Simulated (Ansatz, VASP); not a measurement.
# Zn in VASP and in Ansatz

```
Zn
1.0
     2.66480    0.02665    0.02665
    -1.30932    2.29446    0.00975
     0.04947    0.04947    4.94670
Zn
2
Direct
  0.33333 0.66667 0.25000
  0.66667 0.33333 0.75000
```

Change from the starting cell: equal xy, yz and zx shear strains of +2 %, PAW files.

Alike in both runs: task electric field gradients; functional PBEsol; k mesh 16 × 16 × 8; occupations fermi-dirac, width 0.03 eV; no spin polarisation.

|  | VASP | Ansatz |
| --- | --- | --- |
| version | VASP 6.6.1 | Ansatz 0.2.0 |
| potentials or method | VASP PAW PBE potentials, release 64 (Zn) | PAW with Ansatz's default frozen-core files, scalar-relativistic |
| plane-wave cutoff (eV) | 520 | 420 |
| valence electrons in the cell | 24 | 24 |

|  | VASP | Ansatz | Ansatz less VASP |
| --- | --- | --- | --- |
| pressure (GPa) | -5.0 | -5.3 | -0.35 |
| traceless stress, the component that is largest in VASP (GPa) | -1.43 | -1.42 | +0.012 |
| rms of the force components (eV/Å) | 0.007 | 0.007 | +0.0009 |
| size of Vzz on the site where it differs most (V/Å²) | 38.1 | 37.8 | -0.33 |

VASP's potentials were made for PBE, not for PBEsol. Atom by atom the forces differ by 0.001 eV/Å (rms over components).
